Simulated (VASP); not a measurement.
The system is LaF2.

```xyz
3
Lattice="3.3451 0.0000 0.0000 -1.6725 2.8969 0.0000 0.0000 0.0000 5.3963" Properties=species:S:1:pos:R:3 pbc="T T T"
La    0.0000    0.0000    0.0000
F     0.0000    1.9313    1.3599
F     1.6725    0.9656    4.0364
```

* Program: VASP 6.6.1
* Task: relaxation of cell and atoms
* Functional: PBEsol
* Potentials or basis: VASP PAW PBE potentials, release 64 (La, F)
* Cutoff: 600 eV
* k mesh: 10 × 10 × 6
* Occupations: gaussian, width 0.05 eV
* Spin: no spin polarisation

At the start: pressure 13.1 GPa; volume 17.43 Å³/atom.

Question: Where does the relaxation end?

Answer: Over 29 steps the energy falls by 99.5 meV/atom and the volume is 18.30 Å³/atom (+5.0 %); space group P-3m1 (No. 164, to 0.05 Å).

The path:
```
step  energy change (eV)  largest force (eV/Å)  pressure (GPa)  volume (Å³)
   1              0.0000                1.1985           13.07        52.29
   2             -0.1123                1.0557           -6.42        63.79
   3             -0.2600                0.2584            0.01        58.30
   4             -0.2600                0.2351            0.21        58.18
   5             -0.2772                0.1495            0.12        58.49
   6             -0.2911                0.0546           -0.25        59.32
   7             -0.2922                0.0176           -0.16        59.16
   8             -0.2922                0.0133           -0.13        59.14
   9             -0.2923                0.0344            0.03        58.96
  10             -0.2923                0.0464            0.13        58.85
  11             -0.2924                0.0476            0.15        58.82
  12             -0.2925                0.0501            0.15        58.71
  13             -0.2929                0.0550            0.21        58.49
  14             -0.2935                0.0657            0.31        58.06
  15             -0.2946                0.0894            0.50        57.19
  16             -0.2953                0.1375            1.02        55.47
  17             -0.2954                0.1356            1.00        55.44
  18             -0.2957                0.1306            0.97        55.36
  19             -0.2962                0.1199            0.92        55.19
  20             -0.2971                0.1004            0.79        54.86
  21             -0.2979                0.0611            0.57        54.19
  22             -0.2979                0.0460            0.51        53.94
  23             -0.2979                0.0484            0.54        54.00
  24             -0.2979                0.0547            0.56        54.09
  25             -0.2979                0.0527            0.52        54.05
  26             -0.2981                0.0447            0.46        54.18
  27             -0.2986                0.0244            0.20        54.59
  28             -0.2984                0.0178           -0.25        55.40
  29             -0.2986                0.0084            0.01        54.91
```

Final structure:
```yaml
crystal:
  lattice:
    - [3.57641, 0.00000, 0.00000]
    - [-1.78821, 3.09727, 0.00000]
    - [0.00000, 0.00000, 4.95693]
  atoms:
    - { symbol: La, position: [0.00000, 0.00000, 0.00000] }
    - { symbol: F, position: [0.33333, 0.66667, 0.27135] }
    - { symbol: F, position: [0.66667, 0.33333, 0.72865] }
```

Caveat: the PAW data sets were made with another functional, which shifts forces and pressure a little; an odd number of electrons without spin polarisation forces a metal; a magnetic or distorted state may lie lower.
